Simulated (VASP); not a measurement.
# LiGeN: single point with PBE

Crystal: LiGeN.

```
CELL_PARAMETERS angstrom
3.19776 0.00000 0.00000
0.00000 3.19776 0.00000
0.00000 0.00000 3.78715
ATOMIC_POSITIONS crystal
Li 0.50000 0.50000 0.08537
Ge 0.00000 0.00000 0.58535
N 0.00000 0.00000 0.08535
```

The cell was built from a structure type or drawn by symmetry, and may not be a known phase.

| Item | Value |
| --- | --- |
| Program | VASP 6.6.1 |
| Task | single point |
| Functional | PBE |
| Potentials or basis | VASP PAW PBE potentials, release 64 (Li_sv, Ge_d, N) |
| Cutoff | 520 eV |
| k mesh | 4 × 4 × 6 |
| Occupations | gaussian, width 0.1 eV |
| Spin | no spin polarisation |
| Dipole correction | no |
| Further INCAR settings | ALGO = Normal; EDIFF = 1e-07; NBANDS = 18 |

| Quantity | Value |
| --- | --- |
| Band gap on the k mesh | zero (bands 11 and 12 overlap by 2.32 eV) |

Levels at points of the mesh, in eV from the Fermi level:
| k point | band 8 | band 9 | band 10 | band 11 | band 12 | band 13 | band 14 | band 15 |
| --- | --- | --- | --- | --- | --- | --- | --- | --- |
| (0.00, 0.00, 0.00) | -5.89 | -5.45 | -1.77 | -1.77 | 6.45 | 6.45 | 6.52 | 7.28 |
| (0.50, 0.00, 0.00) | -5.41 | -5.36 | -3.58 | -1.18 | 1.27 | 6.08 | 7.29 | 7.75 |
| (0.50, 0.50, 0.00) | -4.96 | -4.75 | -4.75 | -1.63 | 2.45 | 2.45 | 3.16 | 9.52 |
| (0.00, 0.00, 0.50) | -10.76 | -0.97 | -0.97 | 1.19 | 4.20 | 4.20 | 5.01 | 8.97 |
| (0.50, 0.00, 0.50) | -9.34 | -3.21 | -3.14 | -0.52 | 2.85 | 5.60 | 6.74 | 9.90 |
| (0.50, 0.50, 0.50) | -8.15 | -3.14 | -3.14 | -1.14 | -1.14 | 3.09 | 4.74 | 8.53 |

Run time: 10 s on 1 thread of Intel(R) Xeon(R) 6975P-C (Granite Rapids), with other jobs on the host, peak memory 0.15 GiB.

Caveat: the k points lie up to 0.49 Å⁻¹ apart, too coarse for converged energies and pressures of a metal.
